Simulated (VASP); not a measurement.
Zn5O3: single point with PBE

Zn5O3:

```xyz
8
Lattice="3.3344 0.0000 0.0000 -1.6672 2.8877 0.0000 0.0000 0.0000 12.9634" Properties=species:S:1:pos:R:3 pbc="T T T"
Zn    0.0000    1.9251    2.4257
Zn    0.0000    0.0000    0.0000
Zn    0.0000    1.9251   10.5376
Zn    1.6672    0.9626    7.8421
Zn    1.6672    0.9626    5.1212
O     0.0000    0.0000    2.3833
O     0.0000    1.9251    0.0000
O     0.0000    0.0000   10.5801
```

| Property | Result |
| --- | --- |
| Program | VASP 6.6.1 |
| Task | single point |
| Functional | PBE |
| Potentials or basis | VASP PAW PBE potentials, release 64 (Zn, O) |
| Cutoff | 520 eV |
| k mesh | 6 × 6 × 2 |
| Occupations | gaussian, width 0.2 eV |
| Spin | no spin polarisation |
| Dipole correction | no |
| Further INCAR settings | ALGO = Normal; EDIFF = 1e-07; NBANDS = 49 |

```
Pressure               : 1.1 GPa
Largest force          : 0.018 eV/Å
Band gap on the k mesh : zero (bands 39 and 40 overlap by 1.67 eV)
```

Forces in eV/Å, atoms in the order of the input:
```
Zn   0.000  0.000 -0.007
Zn   0.000  0.000  0.000
Zn   0.000  0.000  0.007
Zn   0.000  0.000  0.005
Zn   0.000  0.000 -0.005
O    0.000  0.000  0.018
O    0.000  0.000  0.000
O    0.000  0.000 -0.018
```

Stress tensor (GPa, compression positive):
```
1.31 0.00 0.00
0.00 1.31 0.00
0.00 0.00 0.83
```

Levels at points of the mesh, in eV from the Fermi level:
| k point | band 36 | band 37 | band 38 | band 39 | band 40 | band 41 | band 42 | band 43 |
| --- | --- | --- | --- | --- | --- | --- | --- | --- |
| (0.00, 0.00, 0.00) | -1.51 | -1.51 | -1.18 | -1.18 | -0.76 | 1.78 | 2.14 | 3.96 |
| (0.50, 0.00, 0.00) | -2.26 | -2.13 | -2.07 | -0.47 | 0.07 | 1.09 | 2.99 | 4.48 |
| (0.00, 0.00, 0.50) | -1.51 | -1.51 | -1.18 | -1.18 | 0.05 | 0.60 | 3.20 | 3.60 |
| (0.50, 0.00, 0.50) | -2.34 | -2.12 | -1.90 | -0.54 | -0.03 | 1.16 | 3.13 | 4.31 |

Wall time 2.7 min on 1 thread of Intel(R) Xeon(R) 6975P-C (Granite Rapids), with other jobs on the host, peak memory 0.27 GiB.

Caveat: the k points lie up to 0.36 Å⁻¹ apart, too coarse for converged energies and pressures of a metal.
